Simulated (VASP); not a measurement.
Set up this calculation in VASP 6.6.1, as the native input.

```yaml
Task: single point
Functional: r2SCAN
Potentials_or_basis: VASP PAW PBE potentials, release 64 (C, H)
Cutoff: 520 eV
k_mesh: 5 × 10 × 1
Occupations: gaussian, width 0.05 eV
Spin: no spin polarisation
Dipole_correction: yes
Further_INCAR_settings: LREAL = Auto; ALGO = Normal; EDIFF = 1e-06; NBANDS = 50
```

HC4, a slab with vacuum:

```
C H
1.0
     5.03500    0.00000    0.00000
     0.00000    2.51750    0.00000
     0.00000    0.00000   19.73290
C H
16 4
Direct
  0.50000 0.50000 0.23577
  0.00000 0.50000 0.23577
  0.50000 0.00000 0.28087
  0.00000 0.00000 0.28087
  0.75000 0.00000 0.32598
  0.25000 0.00000 0.32598
  0.75000 0.50000 0.37109
  0.25000 0.50000 0.37109
  0.99800 0.50000 0.41924
  0.50097 0.50000 0.41186
  0.99716 0.00000 0.46657
  0.50284 0.00000 0.45338
  0.26494 0.00000 0.50513
  0.72923 0.00000 0.50794
  0.36321 0.50000 0.53583
  0.63435 0.50000 0.54322
  0.64291 0.50000 0.19825
  0.35709 0.50000 0.19825
  0.14236 0.50000 0.19806
  0.85764 0.50000 0.19806
```

One way to write it, as run:

POSCAR

```
HC4
1.0
    5.0350011261      0.0000000000      0.0000000000
    0.0000000000      2.5175005631      0.0000000000
    0.0000000000      0.0000000000     19.7329018234
C H
16 4
Direct
    0.5000000000      0.5000000000      0.2357689632
    0.0000000000      0.5000000000      0.2357689632
    0.5000000000      0.0000000000      0.2808748918
    0.0000000000      0.0000000000      0.2808748918
    0.7500000000      0.0000000000      0.3259808203
    0.2500000000      0.0000000000      0.3259808203
    0.7500000000      0.5000000000      0.3710867489
    0.2500000000      0.5000000000      0.3710867489
   -0.0020049968      0.5000000000      0.4192438281
    0.5009659410      0.5000000000      0.4118610723
   -0.0028438160      0.0000000000      0.4665698195
    0.5028366332      0.0000000000      0.4533819066
    0.2649357039      0.0000000000      0.5051262163
    0.7292300097      0.0000000000      0.5079363074
    0.3632089091      0.5000000000      0.5358253084
    0.6343521240      0.5000000000      0.5432241188
    0.6429144453      0.5000000000      0.1982508924
    0.3570855547      0.5000000000      0.1982508924
    0.1423584706      0.5000000000      0.1980631397
   -0.1423584706      0.5000000000      0.1980631397
```

INCAR.step1

```
PREC = Accurate
ENCUT = 520
ISMEAR = 0
SIGMA = 0.05
LREAL = Auto
LASPH = True
NELM = 60
LDIPOL = True
IDIPOL = 3
DIPOL = 0.5 0.5 0.353
NBANDS = 50
GGA = PE
ALGO = Normal
EDIFF = 1E-4
LWAVE = True
LCHARG = False
```

INCAR.step2

```
PREC = Accurate
ENCUT = 520
EDIFF = 1E-6
ISMEAR = 0
SIGMA = 0.05
LREAL = Auto
LASPH = True
NELM = 60
ALGO = Normal
ISIF = 2
LWAVE = False
LCHARG = True
LDIPOL = True
IDIPOL = 3
DIPOL = 0.5 0.5 0.353
METAGGA = R2SCAN
LMIXTAU = True
LELF = True
LVHAR = True
LVACPOTAV = True
NBANDS = 50
ISTART = 1
```

KPOINTS

```
regular mesh
0
Gamma
  5 10 1
```

Potentials or basis: VASP PAW PBE potentials, release 64 (C, H).

Launch:

```sh
$ cat potpaw_PBE.64/C/POTCAR potpaw_PBE.64/H/POTCAR > POTCAR
$ cp INCAR.step1 INCAR
$ mpirun -np 1 vasp_std > vasp.out
$ cp INCAR.step2 INCAR
$ mpirun -np 1 vasp_std > vasp.out
```

It gave:

```json
{
 "Largest force": "2.251 eV/Å",
 "Band gap on the k mesh": "1.50 eV (least direct gap 1.85 eV)"
}
```

Caveat: the PAW data sets were made with another functional, which shifts forces and pressure a little.

Run time: 18 min on 1 thread of AMD EPYC 9R45 96-Core Processor (Zen 5), with other jobs on the host, peak memory 0.39 GiB.
